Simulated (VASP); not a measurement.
# Ga: single point with PBE+D3(BJ)

Crystal: Ga.

```
Ga
1.0
    -1.66106    1.66106    1.66106
     1.66106   -1.66106    1.66106
     1.66106    1.66106   -1.66106
Ga
1
Cartesian
  0.0000 0.0000 0.0000
```

This isn't the form of Ga at room conditions, which is orthorhombic.

```json
{
 "Program": "VASP 6.6.1",
 "Task": "single point",
 "Functional": "PBE",
 "Dispersion": "D3(BJ)",
 "Potentials or basis": "VASP PAW PBE potentials, release 64 (Ga_d)",
 "Cutoff": "500 eV",
 "k mesh": "8 × 8 × 8",
 "Occupations": "fermi-dirac, width 0.1 eV",
 "Spin": "no spin polarisation"
}
```

```json
{"Pressure": "0.1 GPa", "Band gap on the k mesh": "zero (an odd number of electrons rules out a gap without spin polarisation)", "Dispersion energy per atom": "-0.313 eV"}
```

Levels at points of the mesh, in eV from the Fermi level:
| k point | band 3 | band 4 | band 5 | band 6 | band 7 | band 8 | band 9 | band 10 |
| --- | --- | --- | --- | --- | --- | --- | --- | --- |
| (0.00, 0.00, 0.00) | -15.13 | -14.93 | -14.93 | -11.44 | 12.75 | 12.75 | 12.75 | 17.30 |
| (0.50, 0.00, 0.00) | -14.94 | -14.93 | -14.81 | -4.67 | -4.04 | 7.02 | 9.04 | 11.43 |
| (0.50, 0.50, 0.50) | -14.84 | -14.84 | -14.84 | 1.45 | 1.45 | 1.45 | 1.52 | 5.62 |

It took 7.6 s on 1 thread of AMD EPYC 7R43 64-Core Processor (Zen 3) (shared host), peak memory 0.11 GiB.
